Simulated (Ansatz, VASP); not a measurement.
One calculation of Zr, two programs

Contents of INCAR:

```
SYSTEM = Zr
ALGO = Fast
EDIFF = 1E-7
EDIFFG = -0.002
ENCUT = 600
GGA = CA
IBRION = 2
ISIF = 3
ISMEAR = 0
LASPH = .True.
LCHARG = .False.
LREAL = .False.
LWAVE = .False.
NELM = 100
NSW = 100
PREC = Accurate
SIGMA = 0.1
```

The input KPOINTS:

```
k-points
0
Gamma
  12 12 8
  0 0 0
```

File POSCAR:

```
Zr
1.0
    3.2392314100      0.0000000000      0.0000000000
   -1.6196157100      2.8052566900      0.0000000000
    0.0000000000      0.0000000000      5.1722200000
Zr
2
Direct
    0.3333333300      0.6666666700      0.2500000000
    0.6666666700      0.3333333300      0.7500000000
```

Input for Ansatz:

```yaml
crystal:
  lattice:
    - [3.23923141, 0.0, 0.0]
    - [-1.61961571, 2.80525669, 0.0]
    - [0.0, 0.0, 5.17222]
  atoms:
    - { symbol: Zr, position: [0.33333333, 0.66666667, 0.25] }
    - { symbol: Zr, position: [0.66666667, 0.33333333, 0.75] }
basis:
  ecutwfc: 600.0
kpoints:
  mp_grid: { grid: [12, 12, 8] }
hamiltonian:
  xc: lda
  pseudopotentials: { kind: paw, azcp: { folder: soft_1 } }
scf:
  occupations: { method: gaussian, width: 0.1 }
output:
  forces: true
  stress: true
  eigenvalues: true
  write_density: true
  write_potential: true
  elf: true
  volumetric_format: npy
relax:
  adjacent_minimum: "off"
  f_tol: 0.002
  max_steps: 80
  cell: { stress_tol: 0.02 }
```

Alike in both runs: task relaxation of cell and atoms; functional LDA; k mesh 12 × 12 × 8; occupations gaussian, width 0.1 eV; no spin polarisation.

```csv
,VASP,Ansatz
version,VASP 6.6.1,Ansatz 0.2.0
potentials or method,"VASP PAW LDA potentials, release 64 (Zr_sv), cutoff 600 eV","scalar-relativistic, plane waves, PAW"
valence electrons in the cell,24,24
```

VASP gave:

- gap on the k mesh at the Fermi level, each at its own relaxed structure (eV): none
- relaxed volume (Å³/atom): 21.82
- relaxed length of the cell vector where the two differ most in proportion (Å): 5.066

Estimate Ansatz's values.

gap on the k mesh at the Fermi level, each at its own relaxed structure (eV): none; relaxed volume (Å³/atom): 21.80; relaxed length of the cell vector where the two differ most in proportion (Å): 5.062.

Ansatz warns that its potentials were made for another functional, while VASP's fit it. LDA's correlation is that of Perdew and Zunger in VASP and of Perdew and Wang (1992) in Ansatz. A gap of «none» marks a metal or a gap that the smearing closes.
